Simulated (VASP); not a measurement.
# Al in VASP: single point with PBE+D3(BJ)

Aim: the single point of Al with PBE+D3(BJ).

All numbers are computed with VASP 6.6.1; they aren't measurements. Logs are shortened: lines on timing, memory, paths and dates and some standing lists are left out, and cuts for length are marked.

## Step 1: The cell of the first run

The cell holds a slab with vacuum, 27 atoms: a = 8.449 Å, b = 8.449 Å, c = 26.565 Å, α = 90.00°, β = 90.00°, γ = 120.00°.

## Step 2: Single point, PBE+D3(BJ)

Input file INCAR:

```
SYSTEM = Al
ALGO = Normal ; DIPOL = 0.5 0.5 0.392
EDIFF = 1E-6 ; ENCUT = 400
GGA = PE ; GGA_COMPAT = .FALSE.
IDIPOL = 3 ; ISIF = 2
ISMEAR = 0 ; IVDW = 12
LASPH = .TRUE. ; LCHARG = .FALSE.
LDIPOL = .TRUE. ; LREAL = .FALSE.
LWAVE = .FALSE. ; NBANDS = 60
NELM = 120 ; NELMDL = -8
PREC = Accurate ; SIGMA = 0.1
```

Input file KPOINTS:

```
k-points
0
G
  3 3 1
  0 0 0
```

Input file POSCAR:

```
Al
1.0
    8.4486369609      0.0000000000      0.0000000000
   -4.2243184805      7.3167342355      0.0000000000
    0.0000000000      0.0000000000     26.5651554614
Al
27
Direct
    0.2222222222      0.1111111111      0.3011463649
    0.2222222222      0.4444444444      0.3011463649
    0.2222222222      0.7777777778      0.3011463649
    0.5555555556      0.1111111111      0.3011463649
    0.5555555556      0.4444444444      0.3011463649
    0.5555555556      0.7777777778      0.3011463649
    0.8888888889      0.1111111111      0.3011463649
    0.8888888889      0.4444444444      0.3011463649
    0.8888888889      0.7777777778      0.3011463649
    0.4409586475      0.2161159460      0.3922690793
    0.4446369801      0.5586563676      0.3894486339
    0.4360540449      0.8844004110      0.3944911113
    0.7766069321      0.2230922071      0.3907895354
    0.7732647058      0.5523265501      0.3915168498
    0.7709997668      0.8874837113      0.3911181555
    0.1068995024      0.2239978273      0.3901169841
    0.1094347304      0.5534232619      0.3943233006
    0.1071330635      0.8859229040      0.3907757692
    0.6802771177      0.3392826617      0.4775637972
    0.6571779966      0.6662693909      0.4929627781
    0.6739800791      0.0117946188      0.4793368086
    0.0151861521      0.3437986172      0.4941968833
   -0.0015962814      0.6750758625      0.4798101573
   -0.0090711000     -0.0017358347      0.4766365337
    0.3336351278      0.3396770468      0.4737574325
    0.3363903302      0.6974791397      0.4948622655
    0.3343363099      0.0199148100      0.4903793479
```

Potentials or basis: VASP PAW PBE potentials, release 64 (Al).

On the command line:

```sh
cat potpaw_PBE.64/Al/POTCAR > POTCAR
mpirun -np 1 vasp_std > vasp.out
```

OUTCAR:

```text
SYSTEM = Al
   EDIFF = 1E-6
   ENCUT = 400
   GGA = PE
   ISIF = 2
   ISMEAR = 0
   IVDW = 12
   LASPH = .TRUE.
   LREAL = .FALSE.
   NELM = 120
   NELMDL = -8
   PREC = Accurate
 IVDW          = 12

 ion  position               nearest neighbor table
   1  0.222  0.111  0.301-   9 2.82   7 2.82   2 2.82   3 2.82   5 2.82   4 2.82  16 2.89  18 2.90
                            10 2.90
   2  0.222  0.444  0.301-   7 2.82   8 2.82   1 2.82   6 2.82   5 2.82   3 2.82  11 2.86  16 2.86
                            17 2.96
   3  0.222  0.778  0.301-   9 2.82   1 2.82   8 2.82   4 2.82   6 2.82   2 2.82  18 2.89  12 2.93
                            17 2.97
   4  0.556  0.111  0.301-   8 2.82   7 2.82   5 2.82   6 2.82   3 2.82   1 2.82  13 2.88  10 2.91
                            12 2.98
   5  0.556  0.444  0.301-   8 2.82   4 2.82   1 2.82   9 2.82   2 2.82   6 2.82  11 2.87  14 2.88
                            10 2.94
   6  0.556  0.778  0.301-   7 2.82   9 2.82   4 2.82   2 2.82   3 2.82   5 2.82  11 2.84  15 2.86
                            12 2.98
   7  0.889  0.111  0.301-   2 2.82   6 2.82   4 2.82   1 2.82   8 2.82   9 2.82  16 2.85  13 2.89
                            15 2.90
   8  0.889  0.444  0.301-   4 2.82   5 2.82   2 2.82   7 2.82   3 2.82   9 2.82  13 2.88  14 2.90
                            17 2.95
   9  0.889  0.778  0.301-   1 2.82   6 2.82   3 2.82   7 2.82   5 2.82   8 2.82  18 2.87  14 2.91
                            15 2.91
  10  0.441  0.216  0.392-  25 2.75  12 2.78  18 2.81  13 2.81  14 2.82  16 2.86  19 2.86  11 2.88
                             1 2.90   4 2.91   5 2.94  27 2.98
  11  0.445  0.559  0.389-  25 2.75  15 2.77  12 2.79  14 2.80  17 2.81  16 2.84   6 2.84   2 2.86
                             5 2.87  10 2.88  20 3.16  26 3.34
[... 15 lines left out ...]
                            25 2.93
  20  0.657  0.666  0.493-  25 2.79  24 2.85  26 2.85  23 2.87  21 2.87  19 2.89  15 3.15  11 3.16
                            14 3.18
  21  0.674  0.012  0.479-  24 2.74  19 2.74  26 2.79  13 2.81  12 2.85  15 2.85  22 2.87  20 2.87
                            27 2.92
  22  0.015  0.344  0.494-  25 2.76  19 2.85  24 2.86  26 2.86  21 2.87  23 2.90  17 3.07  16 3.17
                            13 3.25
  23  0.998  0.675  0.480-  24 2.76  19 2.77  26 2.79  18 2.82  17 2.84  14 2.87  20 2.87  27 2.89
                            22 2.90
  24  0.991  0.998  0.477-  21 2.74  23 2.76  15 2.78  18 2.83  16 2.83  27 2.84  20 2.85  22 2.86
                            25 2.89
  25  0.334  0.340  0.474-  27 2.74  10 2.75  11 2.75  22 2.76  16 2.77  20 2.79  24 2.89  19 2.93
                            26 3.06
  26  0.336  0.697  0.495-  27 2.74  21 2.79  23 2.79  20 2.85  22 2.86  12 3.00  25 3.06  17 3.16
                            11 3.34
  27  0.334  0.020  0.490-  26 2.74  25 2.74  19 2.84  24 2.84  23 2.89  21 2.92  10 2.98  12 3.09
                            18 3.13

  LATTYP: Found a hexagonal cell.
 ALAT       =     8.4486369609
 C/A-ratio  =     3.1443125778

  Lattice vectors:

 A1 = (   8.4486369609,   0.0000000000,   0.0000000000)
 A2 = (  -4.2243184805,   7.3167342355,   0.0000000000)
 A3 = (   0.0000000000,   0.0000000000,  26.5651554614)

Analysis of symmetry for initial positions (statically):
=====================================================================
 Subroutine PRICEL returns:
 Original cell was already a primitive cell.

 Routine SETGRP: Setting up the symmetry group for a
 hexagonal supercell.

 Subroutine GETGRP returns: Found  1 space group operations
 (whereof  1 operations were pure point group operations)
 out of a pool of 24 trial point group operations.

The static configuration has the point symmetry C_1 .

Analysis of symmetry for dynamics (positions and initial velocities):
=====================================================================
 Subroutine PRICEL returns:
 Original cell was already a primitive cell.

 Routine SETGRP: Setting up the symmetry group for a
 hexagonal supercell.

 Subroutine GETGRP returns: Found  1 space group operations
 (whereof  1 operations were pure point group operations)
 out of a pool of 24 trial point group operations.

The dynamic configuration has the point symmetry C_1 .

 Subroutine INISYM returns: Found  1 space group operations
 (whereof  1 operations are pure point group operations),
 and found     1 'primitive' translations

----------------------------------------------------------------------------------------

                                     Primitive cell

  volume of cell :    1642.1631

  direct lattice vectors                    reciprocal lattice vectors
     8.448636961  0.000000000  0.000000000     0.118362288  0.068336499  0.000000000
    -4.224318481  7.316734236  0.000000000     0.000000000  0.136672998  0.000000000
     0.000000000  0.000000000 26.565155461     0.000000000  0.000000000  0.037643296

  length of vectors
     8.448636961  8.448636961 26.565155461     0.136672998  0.136672998  0.037643296

  position of ions in fractional coordinates (direct lattice)
     0.222222222  0.111111111  0.301146365
     0.222222222  0.444444444  0.301146365
     0.222222222  0.777777778  0.301146365
     0.555555556  0.111111111  0.301146365
     0.555555556  0.444444444  0.301146365
     0.555555556  0.777777778  0.301146365
[... 19 lines left out ...]
     0.336390330  0.697479140  0.494862265
     0.334336310  0.019914810  0.490379348

  ion indices of the primitive-cell ions
   primitive index   ion index
                 1           1
                 2           2
                 3           3
                 4           4
                 5           5
                 6           6
[... 19 lines left out ...]
                26          26
                27          27

----------------------------------------------------------------------------------------

 KPOINTS: k-points

Automatic generation of k-mesh.
 Grid dimensions read from file:
 generate k-points for:    3    3    1

 Generating k-lattice:

  Cartesian coordinates                     Fractional coordinates (reciprocal lattice)
     0.039454096  0.022778833  0.000000000     0.333333333 -0.000000000  0.000000000
     0.000000000  0.045557666  0.000000000     0.000000000  0.333333333  0.000000000
     0.000000000  0.000000000  0.037643296     0.000000000  0.000000000  1.000000000

  Length of vectors
     0.045557666  0.045557666  0.037643296

  Shift w.r.t. Gamma in fractional coordinates (k-lattice)
     0.000000000  0.000000000  0.000000000

 Subroutine IBZKPT returns following result:
 ===========================================

 Found      5 irreducible k-points:

 Following reciprocal coordinates:
            Coordinates               Weight
  0.000000  0.000000  0.000000      1.000000
  0.333333  0.000000  0.000000      2.000000
  0.000000  0.333333  0.000000      2.000000
 -0.333333  0.333333  0.000000      2.000000
  0.333333  0.333333  0.000000      2.000000
   k-points           NKPTS =      5   k-points in BZ     NKDIM =      5   number of bands    NBANDS=     60
   number of dos      NEDOS =    301   number of ions     NIONS =     27
   total plane-waves  NPLWV = 564480
   dimension x,y,z NGX =    56 NGY =   56 NGZ =  180
   dimension x,y,z NGXF=   112 NGYF=  112 NGZF=  360
   ions per type =              27
   NGX,Y,Z   is equivalent  to a cutoff of  11.02, 11.02, 11.26 a.u.
   NGXF,Y,Z  is equivalent  to a cutoff of  22.04, 22.04, 22.53 a.u.
 SYSTEM =  Al
   PREC   = accura    normal or accurate (medium, high low for compatibility)
   ISTART =      0    job   : 0-new  1-cont  2-samecut
   ICHARG =      2    charge: 1-file 2-atom 10-const
   ISPIN  =      1    spin polarized calculation?
   LNONCOLLINEAR =      F non collinear calculations
   LSORBIT =      F    spin-orbit coupling
   LASPH  =      T    aspherical Exc in radial PAW
   ENCUT  =  400.0 eV  29.40 Ry    5.42 a.u.  13.78 13.78 43.32*2*pi/ulx,y,z
   NELM   =    120;   NELMIN=  2; NELMDL= -8     # of ELM steps
   EDIFF  = 0.1E-05   stopping-criterion for ELM
   LREAL  =      F    real-space projection
   EDIFFG = 0.1E-04   stopping-criterion for IOM
   NSW    =      0    number of steps for IOM
   IBRION =     -1    ionic relax: 0-MD 1-quasi-New 2-CG
   NFREE  =      0    steps in history (QN), initial steepest desc. (CG)
   ISIF   =      2    stress and relaxation
   ISYM   =      2    0-nonsym 1-usesym 2-fastsym
   POTIM  = 0.5000    time-step for ionic-motion
   TEBEG  =    0.0;   TEEND  =   0.0 temperature during run
   PSTRESS=    0.0 pullay stress
   NELECT =      81.0000    total number of electrons
   NUPDOWN=      -1.0000    fix difference up-down
   EMIN   =  10.00;   EMAX   =-10.00  energy-range for DOS
   EFERMI =   0.00;   METHOD = LEGACY
   ISMEAR =     0;   SIGMA  =   0.10  broadening in eV -4-tet -1-fermi 0-gaus
   EFERMI_NEDOS =   21; number of points for ismear=-14 and -15
   IALGO  =     38    algorithm
   IMIX   =      4    mixing-type and parameters
     AMIX     =   0.40;   BMIX     =  1.00
     AMIX_MAG =   1.60;   BMIX_MAG =  1.00
  volume/ion in A,a.u.               =      60.82       410.44
  Fermi-wavevector in a.u.,A,eV,Ry     =   0.600387  1.134566  4.904413  0.360464
  Thomas-Fermi vector in A             =   1.652226
   LORBIT       =      0    0 simple, 1 ext, 2 COOP (PROOUT), +10 PAW based schemes
   GGA     = PE    functional components
   LHFCALC =     F    Hartree Fock is set to
   AEXX    =    0.0000 exact exchange contribution
   IVDW    =    12    specifies the selected vdW correction
   LEPSILON=     F    determine dielectric tensor
   LRPA    =     F    only Hartree local field effects (RPA)
 non-spin polarized calculation
 Gauss-broadening in eV      SIGMA  =   0.10
  energy-cutoff  :      400.00
  volume of cell :     1642.16
 maximum number of plane-waves:     29877
   NGX = 27   NGY = 27   NGZ = 87

 dipolmoment           0.000000      0.000000     -0.001692 electrons x Angstroem

 number of electron      81.0000000 magnetization

 dipolmoment           0.000000      0.000000      0.002204 electrons x Angstroem

 Free energy of the ion-electron system (eV)
  ---------------------------------------------------
  ext. energy  EPLUGINS =         0.00000000
  ---------------------------------------------------
  free energy    TOTEN  =       -94.11200339 eV

  energy without entropy =      -94.01967129  energy(sigma->0) =      -94.06583734

 E-fermi :  -0.5489     XC(G=0):  -3.4800

 val. band max:       -0.5581159619   @ k =   0.0000   0.3333   0.0000
 cond. band min:      -0.5412051790   @ k =  -0.3333   0.3333   0.0000
 fundamental gap:      0.0169107828
 Fermi energy:        -0.5489295093

 k-point     1 :       0.0000    0.0000    0.0000
  band No.  band energies     occupation
      1     -11.2230      2.00000
      2      -9.6053      2.00000
      3      -8.5982      2.00000
      4      -8.5680      2.00000
      5      -8.5435      2.00000
      6      -8.4366      2.00000
[... 264 lines left out ...]
     51       0.4802      0.00000
     52       1.4891      0.00000
 [bands above 52 left out]

------------------------ aborting loop because EDIFF is reached ----------------------------------------

 vacuum level on the upper side and lower side of the slab       (xc-potential included)        -0.105        -0.114

 Edisp (eV)   -6.19575

 E8    (eV) :    -2.8953

  FORCE on cell =-STRESS in cart. coord.  units (eV):
  Direction    XX          YY          ZZ          XY          YZ          ZX
  --------------------------------------------------------------------------------------
  -------------------------------------------------------------------------------------
  Total     -14.55059   -14.47023    -0.65691    -0.73540    -0.39680     0.10749
  in kB     -14.19629   -14.11789    -0.64091    -0.71749    -0.38714     0.10487
  external pressure =       -9.65 kB  Pullay stress =        0.00 kB

 VOLUME and BASIS-vectors are now :
 -----------------------------------------------------------------------------
  energy-cutoff  :      400.00
  volume of cell :     1642.16
      direct lattice vectors                 reciprocal lattice vectors
     8.448636961  0.000000000  0.000000000     0.118362288  0.068336499  0.000000000
    -4.224318481  7.316734236  0.000000000     0.000000000  0.136672998  0.000000000
     0.000000000  0.000000000 26.565155461     0.000000000  0.000000000  0.037643296

 POSITION                                       TOTAL-FORCE (eV/Angst)
 -----------------------------------------------------------------------------------
      1.40811      0.81297      8.00000        -0.008347     -0.009259     -0.056246
     -0.00000      3.25188      8.00000        -0.008253     -0.027047     -0.032535
     -1.40811      5.69079      8.00000        -0.011812      0.035871      0.080326
      4.22432      0.81297      8.00000        -0.043830     -0.021196      0.027130
      2.81621      3.25188      8.00000         0.009123     -0.038574     -0.088113
      1.40811      5.69079      8.00000         0.015270      0.027912     -0.024173
[... 19 lines left out ...]
     -0.10433      5.10327     13.14609         0.147328     -0.329808     -0.364595
      2.74056      0.14571     13.02700         0.079328     -0.085028     -0.323240
 -----------------------------------------------------------------------------------
    total drift:                               -0.000018     -0.000001     -0.000043

  FREE ENERGIE OF THE ION-ELECTRON SYSTEM (eV)
  ---------------------------------------------------
  free  energy   TOTEN  =      -100.3077558207 eV

  energy  without entropy=     -100.2154237166  energy(sigma->0) =     -100.26158977

 vacuum level on the upper side and lower side of the slab         3.216         3.208
```

Wall time 34 min (1 thread of Intel Xeon 8259CL, shared host); peak memory 1.1 GiB.

What came out:

```yaml
Free_energy: -100.3078 eV
Largest_force: 0.525 eV/Å
Band_gap_on_the_k_mesh: zero (an odd number of electrons rules out a gap without spin polarisation)
Dispersion_energy_per_atom: -0.229 eV
```

Forces on the atoms (eV/Å):
```
Al  -0.008 -0.009 -0.056
Al  -0.008 -0.027 -0.033
Al  -0.012  0.036  0.080
Al  -0.044 -0.021  0.027
Al   0.009 -0.039 -0.088
Al   0.015  0.028 -0.024
Al   0.008  0.013 -0.068
Al  -0.005 -0.013 -0.009
Al  -0.033  0.024 -0.040
Al  -0.019  0.009 -0.200
Al  -0.002  0.007  0.254
Al   0.023  0.024  0.120
Al   0.073 -0.037 -0.057
Al  -0.059  0.153 -0.038
Al   0.036 -0.096  0.049
Al   0.033 -0.002  0.043
Al   0.046  0.028  0.171
Al  -0.001  0.032  0.032
Al  -0.226  0.045  0.346
Al   0.011  0.017 -0.484
Al  -0.083 -0.069  0.179
Al  -0.128  0.067 -0.447
Al   0.032 -0.046  0.152
Al   0.131  0.133  0.279
Al  -0.015  0.156  0.501
Al   0.147 -0.330 -0.365
Al   0.079 -0.085 -0.323
```

Levels at points of the mesh, in eV from the Fermi level:
```csv
k point,band 36,band 37,band 38,band 39,band 40,band 41,band 42,band 43,band 44,band 45
"(0.00, 0.00, 0.00)",-0.92,-0.87,-0.82,-0.77,-0.73,-0.18,-0.05,-0.05,0.04,0.09
```
